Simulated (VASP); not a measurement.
# B3C2Br (P4mm) in VASP: further runs

Runs on B3C2Br. Level: PBE. Tasks: single point, relaxation of cell and atoms.

All numbers are computed with VASP 6.6.1; they aren't measurements. Logs are shortened: lines on timing, memory, paths and dates and some standing lists are left out, and cuts for length are marked.

## Step 1: The cell of the first run

Symmetry: P4mm, No. 99, tetragonal system. Conventional cell: a = 3.448 Å, b = 3.448 Å, c = 7.235 Å, α = 90.00°, β = 90.00°, γ = 90.00°. B (site symmetry 4mm) has 1 B at 1.61 Å and 1 Br at 1.86 Å and 4 C at 2.12 Å within 2.2 Å. B (site symmetry 4mm) has 4 C at 1.73 Å within 2.3 Å. B (site symmetry 4mm) has 1 B at 1.61 Å and 4 C at 1.76 Å within 2.1 Å. Within 2.3 Å of C (site symmetry 2mm) lie 6 B at 1.73 to 2.12 Å. Br (site symmetry 4mm) has 1 B at 1.86 Å within 2.5 Å.

The cell was generated, and may not be a known phase.

## Step 2: Single point, PBE

File INCAR:

```
SYSTEM = B3C2Br
PREC = Accurate
ENCUT = 520
EDIFF = 1E-6
ISMEAR = 0
SIGMA = 0.1
LREAL = .False.
LASPH = .True.
NELM = 100
ALGO = Fast
ISIF = 2
LWAVE = .False.
LCHARG = .False.
GGA = PE
NBANDS = 21
```

File KPOINTS:

```
regular mesh
0
Gamma
  12 12 6
  0 0 0
```

File POSCAR:

```
B3C2Br
1.0
    3.4479193067      0.0000000000      0.0000000000
    0.0000000000      3.4479193067      0.0000000000
    0.0000000000      0.0000000000      7.2349696565
B C Br
3 2 1
Direct
    0.0000000000      0.0000000000      0.5502997539
    0.5000000000      0.5000000000      0.7109199499
    0.0000000000      0.0000000000      0.7726072980
    0.5000000000      0.0000000000      0.7215229451
    0.0000000000      0.5000000000      0.7215229451
    0.0000000000      0.0000000000      0.2929854479
```

Potentials or basis: VASP PAW PBE potentials, release 64 (B, C, Br).

Command:

```sh
$ cat potpaw_PBE.64/B/POTCAR potpaw_PBE.64/C/POTCAR potpaw_PBE.64/Br/POTCAR > POTCAR
$ mpirun -np 1 vasp_std > vasp.out
```

OUTCAR:

```text
SYSTEM = B3C2Br
   PREC = Accurate
   ENCUT = 520
   EDIFF = 1E-6
   ISMEAR = 0
   LREAL = .False.
   LASPH = .True.
   NELM = 100
   ISIF = 2
   GGA = PE

 ion  position               nearest neighbor table
   1  0.000  0.000  0.550-   3 1.61   6 1.86
   2  0.500  0.500  0.711-   4 1.73   5 1.73   4 1.73   5 1.73
   3  0.000  0.000  0.773-   1 1.61   4 1.76   5 1.76   5 1.76   4 1.76
   4  0.500  0.000  0.722-   2 1.73   2 1.73   3 1.76   3 1.76
   5  0.000  0.500  0.722-   2 1.73   2 1.73   3 1.76   3 1.76
   6  0.000  0.000  0.293-   1 1.86

  LATTYP: Found a simple tetragonal cell.
 ALAT       =     3.4479193067
 C/A-ratio  =     2.0983581728

  Lattice vectors:

 A1 = (   3.4479193067,   0.0000000000,   0.0000000000)
 A2 = (   0.0000000000,   3.4479193067,   0.0000000000)
 A3 = (   0.0000000000,   0.0000000000,   7.2349696565)

Analysis of symmetry for initial positions (statically):
=====================================================================
 Subroutine PRICEL returns:
 Original cell was already a primitive cell.

 Routine SETGRP: Setting up the symmetry group for a
 simple tetragonal supercell.

 Subroutine GETGRP returns: Found  8 space group operations
 (whereof  8 operations were pure point group operations)
 out of a pool of 16 trial point group operations.

The static configuration has the point symmetry C_4v.

Analysis of symmetry for dynamics (positions and initial velocities):
=====================================================================
 Subroutine PRICEL returns:
 Original cell was already a primitive cell.

 Routine SETGRP: Setting up the symmetry group for a
 simple tetragonal supercell.

 Subroutine GETGRP returns: Found  8 space group operations
 (whereof  8 operations were pure point group operations)
 out of a pool of 16 trial point group operations.

The dynamic configuration has the point symmetry C_4v.

 Subroutine INISYM returns: Found  8 space group operations
 (whereof  8 operations are pure point group operations),
 and found     1 'primitive' translations

----------------------------------------------------------------------------------------

                                     Primitive cell

  volume of cell :      86.0104

  direct lattice vectors                    reciprocal lattice vectors
[... 92 lines left out ...]
   LASPH  =      T    aspherical Exc in radial PAW
   ENCUT  =  520.0 eV  38.22 Ry    6.18 a.u.   6.41  6.41 13.45*2*pi/ulx,y,z
   NELM   =    100;   NELMIN=  2; NELMDL= -5     # of ELM steps
   EDIFF  = 0.1E-05   stopping-criterion for ELM
   LREAL  =      F    real-space projection
   EDIFFG = 0.1E-04   stopping-criterion for IOM
   NSW    =      0    number of steps for IOM
   IBRION =     -1    ionic relax: 0-MD 1-quasi-New 2-CG
   NFREE  =      0    steps in history (QN), initial steepest desc. (CG)
   ISIF   =      2    stress and relaxation
   ISYM   =      2    0-nonsym 1-usesym 2-fastsym
   POTIM  = 0.5000    time-step for ionic-motion
   TEBEG  =    0.0;   TEEND  =   0.0 temperature during run
   PSTRESS=    0.0 pullay stress
   NELECT =      24.0000    total number of electrons
   NUPDOWN=      -1.0000    fix difference up-down
   EMIN   =  10.00;   EMAX   =-10.00  energy-range for DOS
   EFERMI =   0.00;   METHOD = LEGACY
   ISMEAR =     0;   SIGMA  =   0.10  broadening in eV -4-tet -1-fermi 0-gaus
   EFERMI_NEDOS =   21; number of points for ismear=-14 and -15
   IALGO  =     68    algorithm
   IMIX   =      4    mixing-type and parameters
     AMIX     =   0.40;   BMIX     =  1.00
     AMIX_MAG =   1.60;   BMIX_MAG =  1.00
  volume/ion in A,a.u.               =      14.34        96.74
  Fermi-wavevector in a.u.,A,eV,Ry     =   1.069781  2.021593 15.570939  1.144432
  Thomas-Fermi vector in A             =   2.205471
   LORBIT       =      0    0 simple, 1 ext, 2 COOP (PROOUT), +10 PAW based schemes
   GGA     = PE    functional components
   LHFCALC =     F    Hartree Fock is set to
   AEXX    =    0.0000 exact exchange contribution
   IVDW    =     0    specifies the selected vdW correction
   LEPSILON=     F    determine dielectric tensor
   LRPA    =     F    only Hartree local field effects (RPA)
 non-spin polarized calculation
 RMM-DIIS sequential band-by-band and
 Gauss-broadening in eV      SIGMA  =   0.10
  energy-cutoff  :      520.00
  volume of cell :       86.01
 maximum number of plane-waves:      2347
 NGX is ok and might be reduce to    28
   NGX = 13   NGY = 13   NGZ = 27

 number of electron      24.0000002 magnetization

 Free energy of the ion-electron system (eV)
  ---------------------------------------------------
  ext. energy  EPLUGINS =         0.00000000
  ---------------------------------------------------
  free energy    TOTEN  =       -32.03688977 eV

  energy without entropy =      -32.03493974  energy(sigma->0) =      -32.03591475

 E-fermi :   2.7050     XC(G=0):  -8.8042

 val. band max:        2.5748110147   @ k =   0.1667   0.0000   0.5000
 cond. band min:       2.7451398082   @ k =   0.2500   0.2500   0.5000
 fundamental gap:      0.1703287935
 Fermi energy:         2.7050296470

 k-point     1 :       0.0000    0.0000    0.0000
  band No.  band energies     occupation
      1     -14.4077      2.00000
      2     -13.6460      2.00000
      3      -5.6688      2.00000
      4      -5.4252      2.00000
      5      -5.4252      2.00000
      6      -4.3296      2.00000
[... 565 lines left out ...]
     20      10.6687      0.00000
     21      12.1068      0.00000

 [... further k-points ...]
[... 5 lines left out ...]
  --------------------------------------------------------------------------------------
  -------------------------------------------------------------------------------------
  Total        0.0336792      0.0336792      0.0221091      0.0000000      0.0000000      0.0000000
  in kB        0.6273658      0.6273658      0.4118422      0.0000000      0.0000000      0.0000000
  external PRESSURE =       0.5555246 kB  Pullay stress =       0.0000000 kB

 VOLUME and BASIS-vectors are now :
 -----------------------------------------------------------------------------
  energy-cutoff  :      520.00
  volume of cell :       86.01
      direct lattice vectors                 reciprocal lattice vectors
     3.447919307  0.000000000  0.000000000     0.290029989  0.000000000  0.000000000
     0.000000000  3.447919307  0.000000000     0.000000000  0.290029989  0.000000000
     0.000000000  0.000000000  7.234969656     0.000000000  0.000000000  0.138217580

 POSITION                                       TOTAL-FORCE (eV/Angst)
 -----------------------------------------------------------------------------------
      0.00000      0.00000      3.98140         0.000000     -0.000000     -0.013696
      1.72396      1.72396      5.14348         0.000000      0.000000      0.002986
      0.00000      0.00000      5.58979         0.000000     -0.000000      0.015095
      1.72396      0.00000      5.22020         0.000000     -0.000000      0.000368
      0.00000      1.72396      5.22020         0.000000     -0.000000      0.000368
      0.00000      0.00000      2.11974        -0.000000     -0.000000     -0.005122
 -----------------------------------------------------------------------------------
    total drift:                                0.000000     -0.000000      0.000119

  FREE ENERGIE OF THE ION-ELECTRON SYSTEM (eV)
  ---------------------------------------------------
  free  energy   TOTEN  =       -32.0368897653 eV

  energy  without entropy=      -32.0349397424  energy(sigma->0) =      -32.03591475
```

Run time: 6 min. Hardware: 1 thread of AMD EPYC 9755, shared host; peak memory 0.29 GiB.

Results:

```yaml
Free_energy: -32.0369 eV
Pressure: 0.1 GPa
Largest_force: 0.015 eV/Å
Band_gap_on_the_k_mesh: zero (bands 12 and 13 overlap by 1.69 eV)
```

Forces on the atoms (eV/Å):
```
B    0.000  0.000 -0.014
B    0.000  0.000  0.003
B    0.000  0.000  0.015
C    0.000  0.000  0.000
C    0.000  0.000  0.000
Br   0.000  0.000 -0.005
```

Caveat: this functional lacks dispersion, which binds layers or chains, so the pressure and a relaxed spacing across them are unreliable.

## Step 3: Single point, PBE, collinear spin

This run uses another cell than the first one, of 16.01 Å³/atom.

File INCAR:

```
SYSTEM = B3C2Br
ALGO = Normal ; EDIFF = 1E-6
ENCUT = 520 ; GGA = PE
ISIF = 2 ; ISMEAR = 0
ISPIN = 2 ; LASPH = .True.
LCHARG = .False. ; LORBIT = 11
LREAL = .False. ; LWAVE = .False.
MAGMOM = 0 0 0 1 1 0 ; NBANDS = 25
NELM = 150 ; PREC = Accurate
SIGMA = 0.1
```

File KPOINTS:

```
k-points
0
Gamma
  4 4 4
  0 0 0
```

File POSCAR:

```
B3C2Br
1.0
    4.4407195300      0.0000000000      0.0000000000
    0.0000000000      4.4407195300      0.0000000000
    0.0000000000      0.0000000000      4.8711756700
B C Br
3 2 1
Direct
    0.0000000000      0.0000000000      0.4867503800
    0.5000000000      0.5000000000      0.9798233800
    0.0000000000      0.0000000000      0.7510505800
    0.5000000000      0.0000000000      0.6874388700
    0.0000000000      0.5000000000      0.6874388700
    0.0000000000      0.0000000000      0.1773562600
```

Potentials or basis: VASP PAW PBE potentials, release 64 (B, C, Br).

Command:

```sh
$ cat potpaw_PBE.64/B/POTCAR potpaw_PBE.64/C/POTCAR potpaw_PBE.64/Br/POTCAR > POTCAR
$ mpirun -np 1 vasp_std > vasp.out
```

OUTCAR:

```text
SYSTEM = B3C2Br
   EDIFF = 1E-6
   ENCUT = 520
   GGA = PE
   ISIF = 2
   ISMEAR = 0
   ISPIN = 2
   LASPH = .True.
   LORBIT = 11
   LREAL = .False.
   NELM = 150
   PREC = Accurate

 ion  position               nearest neighbor table
   1  0.000  0.000  0.487-   3 1.29   6 1.51
   2  0.500  0.500  0.980-
   3  0.000  0.000  0.751-   1 1.29   6 2.08
   4  0.500  0.000  0.687-
   5  0.000  0.500  0.687-
   6  0.000  0.000  0.177-   1 1.51   3 2.08

  LATTYP: Found a simple tetragonal cell.
 ALAT       =     4.4407195300
 C/A-ratio  =     1.0969338723

  Lattice vectors:

 A1 = (   4.4407195300,   0.0000000000,   0.0000000000)
 A2 = (   0.0000000000,   4.4407195300,   0.0000000000)
 A3 = (   0.0000000000,   0.0000000000,   4.8711756700)

Analysis of symmetry for initial positions (statically):
=====================================================================
 Subroutine PRICEL returns:
 Original cell was already a primitive cell.

 Routine SETGRP: Setting up the symmetry group for a
 simple tetragonal supercell.

 Subroutine GETGRP returns: Found  8 space group operations
 (whereof  8 operations were pure point group operations)
 out of a pool of 16 trial point group operations.

The static configuration has the point symmetry C_4v.

Analysis of symmetry for dynamics (positions and initial velocities):
=====================================================================
 Subroutine PRICEL returns:
 Original cell was already a primitive cell.

 Routine SETGRP: Setting up the symmetry group for a
 simple tetragonal supercell.

 Subroutine GETGRP returns: Found  8 space group operations
 (whereof  8 operations were pure point group operations)
 out of a pool of 16 trial point group operations.

The dynamic configuration has the point symmetry C_4v.

Analysis of structural, dynamic, and magnetic symmetry:
=====================================================================
 Subroutine PRICEL returns:
 Original cell was already a primitive cell.

 Routine SETGRP: Setting up the symmetry group for a
 simple tetragonal supercell.

 Subroutine GETGRP returns: Found  8 space group operations
 (whereof  8 operations were pure point group operations)
 out of a pool of 16 trial point group operations.

The overall configuration has the point symmetry C_4v.

 Subroutine INISYM returns: Found  8 space group operations
 (whereof  8 operations are pure point group operations),
 and found     1 'primitive' translations

----------------------------------------------------------------------------------------

                                     Primitive cell

  volume of cell :      96.0595

  direct lattice vectors                    reciprocal lattice vectors
     4.440719530  0.000000000  0.000000000     0.225188732  0.000000000  0.000000000
     0.000000000  4.440719530  0.000000000     0.000000000  0.225188732  0.000000000
     0.000000000  0.000000000  4.871175670     0.000000000  0.000000000  0.205289250

  length of vectors
     4.440719530  4.440719530  4.871175670     0.225188732  0.225188732  0.205289250

  position of ions in fractional coordinates (direct lattice)
     0.000000000  0.000000000  0.486750380
[... 82 lines left out ...]
   NSW    =      0    number of steps for IOM
   IBRION =     -1    ionic relax: 0-MD 1-quasi-New 2-CG
   NFREE  =      0    steps in history (QN), initial steepest desc. (CG)
   ISIF   =      2    stress and relaxation
   ISYM   =      2    0-nonsym 1-usesym 2-fastsym
   POTIM  = 0.5000    time-step for ionic-motion
   TEBEG  =    0.0;   TEEND  =   0.0 temperature during run
   PSTRESS=    0.0 pullay stress
   NELECT =      24.0000    total number of electrons
   NUPDOWN=      -1.0000    fix difference up-down
   EMIN   =  10.00;   EMAX   =-10.00  energy-range for DOS
   EFERMI =   0.00;   METHOD = LEGACY
   ISMEAR =     0;   SIGMA  =   0.10  broadening in eV -4-tet -1-fermi 0-gaus
   EFERMI_NEDOS =   21; number of points for ismear=-14 and -15
   IALGO  =     38    algorithm
   IMIX   =      4    mixing-type and parameters
     AMIX     =   0.40;   BMIX     =  1.00
     AMIX_MAG =   1.60;   BMIX_MAG =  1.00
  volume/ion in A,a.u.               =      16.01       108.04
  Fermi-wavevector in a.u.,A,eV,Ry     =   1.031094  1.948486 14.465110  1.063156
  Thomas-Fermi vector in A             =   2.165225
   LORBIT       =     11    0 simple, 1 ext, 2 COOP (PROOUT), +10 PAW based schemes
   GGA     = PE    functional components
   LHFCALC =     F    Hartree Fock is set to
   AEXX    =    0.0000 exact exchange contribution
   IVDW    =     0    specifies the selected vdW correction
   LEPSILON=     F    determine dielectric tensor
   LRPA    =     F    only Hartree local field effects (RPA)
 spin polarized calculation
 Gauss-broadening in eV      SIGMA  =   0.10
  energy-cutoff  :      520.00
  volume of cell :       96.06
 maximum number of plane-waves:      2624
 NGX is ok and might be reduce to    36
   NGX = 17   NGY = 17   NGZ = 19

 number of electron      23.9999999 magnetization       1.2223122

 Free energy of the ion-electron system (eV)
  ---------------------------------------------------
  ext. energy  EPLUGINS =         0.00000000
  ---------------------------------------------------
  free energy    TOTEN  =       -16.88310721 eV

  energy without entropy =      -16.86416737  energy(sigma->0) =      -16.87363729

 E-fermi :   1.7777     XC(G=0):  -8.9598

 val. band max:        1.7761900453   @ k =   0.2500   0.0000   0.0000
 cond. band min:       1.7863024299   @ k =   0.5000   0.0000   0.2500
 fundamental gap:      0.0101123846
 Fermi energy:         1.7776987746

 spin component 1

 k-point     1 :       0.0000    0.0000    0.0000
  band No.  band energies     occupation
      1     -17.1607      1.00000
      2      -9.7857      1.00000
      3      -8.1729      1.00000
      4      -6.1932      1.00000
      5      -4.6186      1.00000
      6      -4.6186      1.00000
[... 475 lines left out ...]
     23      10.4810      0.00000
     24      11.4188      0.00000
 Fermi energy:         1.7776987746

 spin component 2

 k-point     1 :       0.0000    0.0000    0.0000
  band No.  band energies     occupation
      1     -17.1166      1.00000
      2      -9.5214      1.00000
      3      -8.1298      1.00000
      4      -5.5368      1.00000
      5      -4.5586      1.00000
      6      -4.5586      1.00000
[... 475 lines left out ...]
     23      10.7827      0.00000
     24      11.4984      0.00000
 [bands above 24 left out]

------------------------ aborting loop because EDIFF is reached ----------------------------------------

  FORCE on cell =-STRESS in cart. coord.  units (eV):
  Direction    XX          YY          ZZ          XY          YZ          ZX
  --------------------------------------------------------------------------------------
  -------------------------------------------------------------------------------------
  Total      -10.5075542    -10.5075542     46.9657709      0.0000000      0.0000000      0.0000000
  in kB     -175.2555335   -175.2555335    783.3422605      0.0000000      0.0000000      0.0000000
  external PRESSURE =     144.2770645 kB  Pullay stress =       0.0000000 kB

 VOLUME and BASIS-vectors are now :
 -----------------------------------------------------------------------------
  energy-cutoff  :      520.00
  volume of cell :       96.06
      direct lattice vectors                 reciprocal lattice vectors
     4.440719530  0.000000000  0.000000000     0.225188732  0.000000000  0.000000000
     0.000000000  4.440719530  0.000000000     0.000000000  0.225188732  0.000000000
     0.000000000  0.000000000  4.871175670     0.000000000  0.000000000  0.205289250

 POSITION                                       TOTAL-FORCE (eV/Angst)
 -----------------------------------------------------------------------------------
      0.00000      0.00000      2.37105         0.000000     -0.000000      3.026910
      2.22036      2.22036      4.77289         0.000000      0.000000     -2.375498
      0.00000      0.00000      3.65850         0.000000     -0.000000     12.638309
      2.22036      0.00000      3.34864         0.000000     -0.000000      1.110326
      0.00000      2.22036      3.34864         0.000000     -0.000000      1.110326
      0.00000      0.00000      0.86393         0.000000     -0.000000    -15.510372
 -----------------------------------------------------------------------------------
    total drift:                                0.000000     -0.000000     -0.000332

  FREE ENERGIE OF THE ION-ELECTRON SYSTEM (eV)
  ---------------------------------------------------
  free  energy   TOTEN  =       -16.8831072129 eV

  energy  without entropy=      -16.8641673716  energy(sigma->0) =      -16.87363729

 total charge

# of ion       s       p       d       tot
------------------------------------------
    1        0.931   1.562   0.000   2.494
    2        0.887   0.421   0.000   1.308
    3        0.788   1.171   0.000   1.959
    4        1.009   1.010   0.000   2.019
    5        1.009   1.010   0.000   2.019
    6        1.637   3.486   0.155   5.278
--------------------------------------------------
tot          6.260   8.662   0.155  15.077

 magnetization (x)

# of ion       s       p       d       tot
------------------------------------------
    1       -0.006  -0.015   0.000  -0.021
    2        0.030   0.069   0.000   0.098
    3        0.006  -0.009   0.000  -0.002
    4        0.014   0.231   0.000   0.245
    5        0.014   0.231   0.000   0.245
    6       -0.000   0.046   0.002   0.047
--------------------------------------------------
tot          0.057   0.552   0.002   0.611
```

Run time: 3.2 min. Hardware: 1 thread of AMD EPYC 9755, shared host; peak memory 0.23 GiB.

Results:

```yaml
Free_energy: -16.8831 eV
Pressure: 14.4 GPa
Largest_force: 15.510 eV/Å
Net_moment: 1.22 μB per cell
Site_moments: B -0.02, +0.10, -0.00; C +0.24; Br +0.05 μB
Valence_electrons_inside_the_program's_atomic_spheres: B 2.49, 1.31, 1.96; C 2.02; Br 5.28
```

Forces in eV/Å, atoms in the order of the input:
```
B     0.000   0.000   3.027
B     0.000   0.000  -2.375
B     0.000   0.000  12.638
C     0.000   0.000   1.110
C     0.000   0.000   1.110
Br    0.000   0.000 -15.510
```

Stress tensor (GPa, compression positive):
```
-17.53   0.00   0.00
  0.00 -17.53   0.00
  0.00   0.00  78.33
```

Caveat: the stress differs along the axes, from -18 to 78 GPa; a moment this small can come from the mesh or the smearing; forces of over 1 eV/Å act on the atoms, so gaps and moduli don't describe the material at rest.

[end of part 1 of 2]

The gap in the log of VASP goes by the Fermi energy; the results here count the filled bands.